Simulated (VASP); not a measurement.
Write the native input for VASP 6.6.1 that does the following.

```yaml
Task: single point
Functional: PBEsol
Potentials_or_basis: VASP PAW PBE potentials, release 64 (Cs_sv, Pb_d, Cl)
Cutoff: 520 eV
k_mesh: 6 × 6 × 6
Occupations: gaussian, width 0.05 eV
Spin: no spin polarisation
Dipole_correction: no
Further_INCAR_settings: ALGO = Normal; EDIFF = 1e-07; NBANDS = 30
```

The structure of CsPbCl3 lies in POSCAR:

```
CsPbCl3
1.0
    5.6050000000      0.0000000000      0.0000000000
    0.0000000000      5.6050000000      0.0000000000
    0.0000000000      0.0000000000      5.6050000000
Cs Pb Cl
1 1 3
Direct
    0.0000000000      0.0000000000      0.0000000000
    0.5000000000      0.5000000000      0.5000000000
    0.0000000000      0.5000000000      0.5000000000
    0.5000000000      0.0000000000      0.5000000000
    0.5000000000      0.5000000000      0.0000000000
```

The input as run:

INCAR

```
PREC = Accurate
ENCUT = 520
EDIFF = 1E-7
ISMEAR = 0
SIGMA = 0.05
LREAL = False
LASPH = True
NELM = 80
ALGO = Normal
ISIF = 2
LWAVE = False
LCHARG = False
GGA = PS
NBANDS = 30
```

KPOINTS

```
Automatic mesh
0
Gamma
  6 6 6
```

Potentials or basis: VASP PAW PBE potentials, release 64 (Cs_sv, Pb_d, Cl).

Run with:

```console
$ cat potpaw_PBE.64/Cs_sv/POTCAR potpaw_PBE.64/Pb_d/POTCAR potpaw_PBE.64/Cl/POTCAR > POTCAR
$ mpirun -np 1 vasp_std > vasp.out
```

Results of the run:

```
Pressure               : 0.2 GPa
Band gap on the k mesh : 1.81 eV, direct
```

Caveat: the PAW data sets were made with another functional, which shifts forces and pressure a little; spin-orbit coupling is left out, which moves the levels of the heavy elements.

It took 82 s on 1 thread of Intel(R) Xeon(R) Platinum 8375C CPU @ 2.90GHz (Ice Lake), with other jobs on the host, peak memory 0.31 GiB.
